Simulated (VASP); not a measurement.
Wanted: the native input for a VASP 6.6.1 run.

* Task: relaxation of cell and atoms
* Functional: PBEsol
* Potentials or basis: VASP PAW PBE potentials, release 64 (Si, Ni)
* Cutoff: 600 eV
* k mesh: 12 × 12 × 12
* Occupations: gaussian, width 0.1 eV
* Spin: no spin polarisation
* Dipole correction: no
* Further INCAR settings: ALGO = Normal; EDIFF = 1e-06; IBRION = 2; EDIFFG = -0.005; NSW = 70; ISIF = 3

The structure of SiNi3 lies in POSCAR:

```
SiNi3
1.0
    3.5062675435      0.0000000000      0.0000000000
    0.0000000000      3.5062675435      0.0000000000
    0.0000000000      0.0000000000      3.5062675435
Si Ni
1 3
Direct
    0.0000000000      0.0000000000      0.0000000000
    0.0000000000      0.5000000000      0.5000000000
    0.5000000000      0.0000000000      0.5000000000
    0.5000000000      0.5000000000      0.0000000000
```

The input as run:

INCAR

```
PREC = Accurate
ENCUT = 600
EDIFF = 1E-6
ISMEAR = 0
SIGMA = 0.1
LREAL = F
LASPH = T
NELM = 80
ALGO = Normal
ISIF = 3
LWAVE = F
LCHARG = F
GGA = PS
IBRION = 2
NSW = 70
EDIFFG = -0.005
```

KPOINTS

```
Automatic mesh
0
Gamma
  12 12 12
```

Potentials or basis: VASP PAW PBE potentials, release 64 (Si, Ni).

Command:

```console
$ cat potpaw_PBE.64/Si/POTCAR potpaw_PBE.64/Ni/POTCAR > POTCAR
$ mpirun -np 1 vasp_std > vasp.out
```

Results of the run:

```yaml
Relaxed_volume: 10.37 Å³/atom
Relaxed_cell: a = 3.462 Å, b = 3.462 Å, c = 3.462 Å, α = 90.00°, β = 90.00°, γ = 90.00°
Space_group_after_relaxing_to_0.1_Å: Pm-3m (No. 221)
Energy_gained_by_relaxing: 11.2 meV/atom
Ionic_steps: 3
Pressure_after_relaxing: 0.0 GPa
Band_gap_on_the_k_mesh: zero (bands 17 and 18 overlap by 0.25 eV)
```

Caveat: the PAW data sets were made with another functional, which shifts forces and pressure a little.

Wall time 2.9 min on 1 thread of Intel Xeon 8259CL, on a shared host, peak memory 0.22 GiB.
